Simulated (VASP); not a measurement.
A run of VASP 6.6.1:

INCAR

```
SYSTEM = WS2
ALGO = Normal
EDIFF = 1E-6
ENCUT = 520
GGA = PE
ISIF = 2
ISMEAR = -1
LASPH = .TRUE.
LCHARG = .FALSE.
LREAL = .FALSE.
LWAVE = .FALSE.
NBANDS = 35
NELM = 100
PREC = Accurate
SIGMA = 0.02
```

The input KPOINTS:

```
k-points
0
G
  12 12 2
  0 0 0
```

File POSCAR:

```
WS2
1.0
    3.1065473675      0.0000000000      0.0000000000
   -1.5532736837      2.6903489383      0.0000000000
    0.0000000000      0.0000000000     12.2412491414
W S
2 4
Direct
    0.3333333333      0.6666666667      0.2500000000
    0.6666666667      0.3333333333      0.7500000000
    0.6666666667      0.3333333333      0.3791820562
    0.6666666667      0.3333333333      0.1208179438
    0.3333333333      0.6666666667      0.8791820562
    0.3333333333      0.6666666667      0.6208179438
```

Potentials or basis: VASP PAW PBE potentials, release 64 (W_sv, S).

The run is started by

```bash
$ cat potpaw_PBE.64/W_sv/POTCAR potpaw_PBE.64/S/POTCAR > POTCAR
$ mpirun -np 1 vasp_std > vasp.out
```

Hardware: 1 thread of Intel(R) Xeon(R) 6975P-C (Granite Rapids), with other jobs on the host.

How long does it take, and how much memory?

It took 67 s on 1 thread of Intel(R) Xeon(R) 6975P-C (Granite Rapids) (shared host), peak memory 0.28 GiB. Counts: scf iterations 16, k points 38.
